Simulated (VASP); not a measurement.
# Ge (Im-3m) in VASP: a series of runs, part 2 of 2

VASP 6.6.1.

### Step 4. Single point, PBEsol (volume scaled by 1.08)

Contents of INCAR:

```
SYSTEM = Ge
  PREC = Accurate
  ENCUT = 520
  EDIFF = 1E-6
  ISMEAR = -1
  SIGMA = 0.1
  LREAL = .False.
  LASPH = .True.
  NELM = 100
  ALGO = Normal
  ISIF = 2
  LWAVE = .False.
  LCHARG = .False.
  GGA = PS
  NBANDS = 13
```

Contents of KPOINTS:

```
Automatic mesh
0
Gamma
  15 15 15
  0 0 0
```

Contents of POSCAR:

```
Ge
1.0
   -1.7039359432      1.7039359432      1.7039359432
    1.7039359432     -1.7039359432      1.7039359432
    1.7039359432      1.7039359432     -1.7039359432
Ge
1
Direct
    0.0000000000      0.0000000000      0.0000000000
```

Potentials or basis: VASP PAW PBE potentials, release 64 (Ge_d).

Launch:

```
> cat potpaw_PBE.64/Ge_d/POTCAR > POTCAR
> mpirun -np 1 vasp_std > vasp.out
```

OUTCAR:

```text
SYSTEM = Ge
   PREC = Accurate
   ENCUT = 520
   EDIFF = 1E-6
   ISMEAR = -1
   LREAL = .False.
   LASPH = .True.
   NELM = 100
   ISIF = 2
   GGA = PS

 ion  position               nearest neighbor table
   1  0.000  0.000  0.000-

  LATTYP: Found a body centered cubic cell.
 ALAT       =     3.4078718864

  Lattice vectors:

 A1 = (  -1.7039359432,   1.7039359432,   1.7039359432)
 A2 = (   1.7039359432,  -1.7039359432,   1.7039359432)
 A3 = (   1.7039359432,   1.7039359432,  -1.7039359432)

Analysis of symmetry for initial positions (statically):
=====================================================================
 Subroutine PRICEL returns:
 Original cell was already a primitive cell.

 Routine SETGRP: Setting up the symmetry group for a
 body centered cubic supercell.

 Subroutine GETGRP returns: Found 48 space group operations
 (whereof 48 operations were pure point group operations)
 out of a pool of 48 trial point group operations.

The static configuration has the point symmetry O_h .

Analysis of symmetry for dynamics (positions and initial velocities):
=====================================================================
 Subroutine PRICEL returns:
 Original cell was already a primitive cell.

 Routine SETGRP: Setting up the symmetry group for a
 body centered cubic supercell.

 Subroutine GETGRP returns: Found 48 space group operations
 (whereof 48 operations were pure point group operations)
 out of a pool of 48 trial point group operations.

The dynamic configuration has the point symmetry O_h .

 Subroutine INISYM returns: Found 48 space group operations
 (whereof 48 operations are pure point group operations),
 and found     1 'primitive' translations

----------------------------------------------------------------------------------------

                                     Primitive cell

  volume of cell :      19.7888

  direct lattice vectors                    reciprocal lattice vectors
    -1.703935943  1.703935943  1.703935943     0.000000000  0.293438261  0.293438261
     1.703935943 -1.703935943  1.703935943     0.293438261  0.000000000  0.293438261
     1.703935943  1.703935943 -1.703935943     0.293438261  0.293438261  0.000000000

  length of vectors
     2.951303626  2.951303626  2.951303626     0.414984368  0.414984368  0.414984368

  position of ions in fractional coordinates (direct lattice)
     0.000000000  0.000000000  0.000000000

  ion indices of the primitive-cell ions
   primitive index   ion index
                 1           1

----------------------------------------------------------------------------------------

 KPOINTS: Automatic mesh

Automatic generation of k-mesh.
 Grid dimensions read from file:
 generate k-points for:   15   15   15

 Generating k-lattice:

  Cartesian coordinates                     Fractional coordinates (reciprocal lattice)
     0.000000000  0.019562551  0.019562551     0.066666667  0.000000000  0.000000000
     0.019562551  0.000000000  0.019562551     0.000000000  0.066666667  0.000000000
     0.019562551  0.019562551  0.000000000     0.000000000  0.000000000  0.066666667

  Length of vectors
     0.027665625  0.027665625  0.027665625

  Shift w.r.t. Gamma in fractional coordinates (k-lattice)
     0.000000000  0.000000000  0.000000000

 Subroutine IBZKPT returns following result:
 ===========================================

 Found    120 irreducible k-points:

 Following reciprocal coordinates:
            Coordinates               Weight
  0.000000  0.000000  0.000000      1.000000
  0.066667  0.000000  0.000000     12.000000
  0.133333  0.000000  0.000000     12.000000
  0.200000  0.000000  0.000000     12.000000
  0.266667  0.000000  0.000000     12.000000
  0.333333  0.000000  0.000000     12.000000
[... 16 lines left out ...]
  0.333333  0.200000  0.000000     48.000000
  0.400000  0.200000  0.000000     24.000000
 [... further k-points ...]
   k-points           NKPTS =    120   k-points in BZ     NKDIM =    120   number of bands    NBANDS=     13
   number of dos      NEDOS =    301   number of ions     NIONS =      1
   total plane-waves  NPLWV =  13824
   dimension x,y,z NGX =    24 NGY =   24 NGZ =   24
   dimension x,y,z NGXF=    48 NGYF=   48 NGZF=   48
   ions per type =               1
   NGX,Y,Z   is equivalent  to a cutoff of  13.52, 13.52, 13.52 a.u.
   NGXF,Y,Z  is equivalent  to a cutoff of  27.04, 27.04, 27.04 a.u.
 SYSTEM =  Ge
   PREC   = accura    normal or accurate (medium, high low for compatibility)
   ISTART =      0    job   : 0-new  1-cont  2-samecut
   ICHARG =      2    charge: 1-file 2-atom 10-const
   ISPIN  =      1    spin polarized calculation?
   LNONCOLLINEAR =      F non collinear calculations
   LSORBIT =      F    spin-orbit coupling
   LASPH  =      T    aspherical Exc in radial PAW
   ENCUT  =  520.0 eV  38.22 Ry    6.18 a.u.   5.49  5.49  5.49*2*pi/ulx,y,z
   NELM   =    100;   NELMIN=  2; NELMDL= -5     # of ELM steps
   EDIFF  = 0.1E-05   stopping-criterion for ELM
   LREAL  =      F    real-space projection
   EDIFFG = 0.1E-04   stopping-criterion for IOM
   NSW    =      0    number of steps for IOM
   IBRION =     -1    ionic relax: 0-MD 1-quasi-New 2-CG
   NFREE  =      0    steps in history (QN), initial steepest desc. (CG)
   ISIF   =      2    stress and relaxation
   ISYM   =      2    0-nonsym 1-usesym 2-fastsym
   POTIM  = 0.5000    time-step for ionic-motion
   TEBEG  =    0.0;   TEEND  =   0.0 temperature during run
   PSTRESS=    0.0 pullay stress
   NELECT =      14.0000    total number of electrons
   NUPDOWN=      -1.0000    fix difference up-down
   EMIN   =  10.00;   EMAX   =-10.00  energy-range for DOS
   EFERMI =   0.00;   METHOD = LEGACY
   ISMEAR =    -1;   SIGMA  =   0.10  broadening in eV -4-tet -1-fermi 0-gaus
   EFERMI_NEDOS =   21; number of points for ismear=-14 and -15
   IALGO  =     38    algorithm
   IMIX   =      4    mixing-type and parameters
     AMIX     =   0.40;   BMIX     =  1.00
     AMIX_MAG =   1.60;   BMIX_MAG =  1.00
  volume/ion in A,a.u.               =      19.79       133.54
  Fermi-wavevector in a.u.,A,eV,Ry     =   1.458739  2.756617 28.952100  2.127919
  Thomas-Fermi vector in A             =   2.575388
   LORBIT       =      0    0 simple, 1 ext, 2 COOP (PROOUT), +10 PAW based schemes
   GGA     = PS    functional components
   LHFCALC =     F    Hartree Fock is set to
   AEXX    =    0.0000 exact exchange contribution
   IVDW    =     0    specifies the selected vdW correction
   LEPSILON=     F    determine dielectric tensor
   LRPA    =     F    only Hartree local field effects (RPA)
 non-spin polarized calculation
  energy-cutoff  :      520.00
  volume of cell :       19.79
 maximum number of plane-waves:       555
 NGX is ok and might be reduce to    24
   NGX = 11   NGY = 11   NGZ = 11

 number of electron      13.9999989 magnetization

 Free energy of the ion-electron system (eV)
  ---------------------------------------------------
  ext. energy  EPLUGINS =         0.00000000
  ---------------------------------------------------
  free energy    TOTEN  =        -4.63747767 eV

  energy without entropy =       -4.61751534  energy(sigma->0) =       -4.62749651

 E-fermi :   6.1328     XC(G=0): -11.2033

 val. band max:        6.1079862332   @ k =   0.2000   0.2000   0.2000
 cond. band min:       6.1345433328   @ k =   0.2667   0.0667  -0.0000
 fundamental gap:      0.0265570997
 Fermi energy:         6.1328249955

 k-point     1 :       0.0000    0.0000    0.0000
  band No.  band energies     occupation
      1     -18.5184      2.00000
      2     -18.5184      2.00000
      3     -18.5184      2.00000
      4     -18.4430      2.00000
      5     -18.4430      2.00000
      6      -6.6350      2.00000
      7      14.8075      0.00000
      8      14.8075      0.00000
      9      14.8075      0.00000
     10      20.7447      0.00000
     11      20.7447      0.00000
     12      20.7447      0.00000
     13      22.8150      0.00000
[... 353 lines left out ...]
 k-point    24 :       0.4000    0.2000    0.0000
  band No.  band energies     occupation
      1     -18.5303      2.00000
      2     -18.4929      2.00000
      3     -18.4544      2.00000
      4     -18.4467      2.00000
      5     -18.4153      2.00000
      6      -0.6579      2.00000
      7       1.8893      2.00000
      8       6.2406      0.50802
      9      11.0831      0.00000
     10      17.2929      0.00000
     11      20.6948      0.00000
     12      23.2625      0.00000
     13      23.6040      0.00000

 [... further k-points ...]

------------------------ aborting loop because EDIFF is reached ----------------------------------------

  FORCE on cell =-STRESS in cart. coord.  units (eV):
  Direction    XX          YY          ZZ          XY          YZ          ZX
  --------------------------------------------------------------------------------------
  -------------------------------------------------------------------------------------
  Total       -0.6410471     -0.6410471     -0.6410471      0.0000000      0.0000000      0.0000000
  in kB      -51.9016002    -51.9016002    -51.9016002      0.0000000      0.0000000      0.0000000
  external PRESSURE =     -51.9016002 kB  Pullay stress =       0.0000000 kB

 VOLUME and BASIS-vectors are now :
 -----------------------------------------------------------------------------
  energy-cutoff  :      520.00
  volume of cell :       19.79
      direct lattice vectors                 reciprocal lattice vectors
    -1.703935943  1.703935943  1.703935943     0.000000000  0.293438261  0.293438261
     1.703935943 -1.703935943  1.703935943     0.293438261  0.000000000  0.293438261
     1.703935943  1.703935943 -1.703935943     0.293438261  0.293438261  0.000000000

 POSITION                                       TOTAL-FORCE (eV/Angst)
 -----------------------------------------------------------------------------------
      0.00000      0.00000      0.00000        -0.000000     -0.000000      0.000000
 -----------------------------------------------------------------------------------
    total drift:                                0.000000      0.000000     -0.000000

  FREE ENERGIE OF THE ION-ELECTRON SYSTEM (eV)
  ---------------------------------------------------
  free  energy   TOTEN  =        -4.6374776730 eV

  energy  without entropy=       -4.6175153383  energy(sigma->0) =       -4.62749651
```

stdout:

```text
POSCAR found type information on POSCAR Ge
 POSCAR found :  1 types and       1 ions
 scaLAPACK will be used
 -----------------------------------------------------------------------------
|                                                                             |
|                                                                             |
|     You enforced a specific xc type in the INCAR file but a different       |
|     I HOPE YOU KNOW WHAT YOU ARE DOING!                                     |
|                                                                             |
 -----------------------------------------------------------------------------

 LDA part: xc-table for (Slater+PW92), standard interpolation
 POSCAR, INCAR and KPOINTS ok, starting setup
 FFT: planning ... GRIDC
 FFT: planning ... GRID_SOFT
 FFT: planning ... GRID
 WAVECAR not read
 entering main loop
```

It took 23 s on 1 thread of Intel Xeon 8259CL, shared host; peak memory 0.15 GiB.

Results:

```
Free energy            : -4.6375 eV
Pressure               : -5.2 GPa
Band gap on the k mesh : zero (band 7 reaches 14.81 eV, above the bottom of band 8 at 3.29 eV)
```

Caveat: the PAW data sets were made with another functional, which shifts forces and pressure a little.

### Step 5. Single point, PBEsol (volume scaled by 1.12)

Contents of INCAR:

```
PREC     = Accurate       # precision mode
ENCUT    = 520            # plane-wave cutoff, eV
EDIFF    = 1E-7           # SCF threshold, eV
ISMEAR   = -1             # smearing method
SIGMA    = 0.1            # smearing width, eV
LREAL    = F              # projectors in reciprocal space
LASPH    = T              # aspherical terms in the spheres
NELM     = 60             # most SCF steps
ALGO     = Normal         # electronic algorithm
ISIF     = 2              # what is computed and relaxed
LWAVE    = F              # write WAVECAR
LCHARG   = F              # write CHGCAR
GGA      = PS             # functional
NBANDS   = 13             # bands
```

Contents of KPOINTS:

```
regular mesh
0
Gamma
  15 15 15
```

Contents of POSCAR:

```
Ge
1.0
   -1.7247176979      1.7247176979      1.7247176979
    1.7247176979     -1.7247176979      1.7247176979
    1.7247176979      1.7247176979     -1.7247176979
Ge
1
Direct
    0.0000000000      0.0000000000      0.0000000000
```

Launch:

```
> cat potpaw_PBE.64/Ge_d/POTCAR > POTCAR
> mpirun -np 1 vasp_std > vasp.out
```

Wall time 26 s (1 thread of Intel Xeon 8259CL, shared host); peak memory 0.15 GiB.

It converged, with:

```yaml
Free_energy: -4.6105 eV
Pressure: -6.7 GPa
Band_gap_on_the_k_mesh: zero (band 7 reaches 14.09 eV, above the bottom of band 8 at 3.06 eV)
```

Levels at points of the mesh, in eV from the Fermi level:
```tsv
k point	band 5	band 6	band 7	band 8	band 9	band 10
(0.00, 0.00, 0.00)	-24.58	-12.48	8.32	8.32	8.32	14.35
```

Caveat: the PAW data sets were made with another functional, which shifts forces and pressure a little.

### Step 6. The runs side by side

```csv
cell,gap on the mesh (eV),pressure (GPa)
"a = 2.877 Å, angles 109.5°, 1 atom",none,-0.5
"a = 2.914 Å, angles 109.5°, 1 atom",none,-3.2
"a = 2.951 Å, angles 109.5°, 1 atom",none,-5.2
"a = 2.987 Å, angles 109.5°, 1 atom",none,-6.7
```

Alike in all rows: task single point; level PBEsol; potentials or basis VASP PAW PBE potentials, release 64 (Ge_d); no spin polarisation; k mesh 15 × 15 × 15; cutoff (eV) 520; smearing fermi-dirac 0.1 eV.

Caveats: the PAW data sets were made with another functional, which shifts forces and pressure a little.

Total energies depend on the potentials used, so only differences within one code and one set of settings carry meaning.
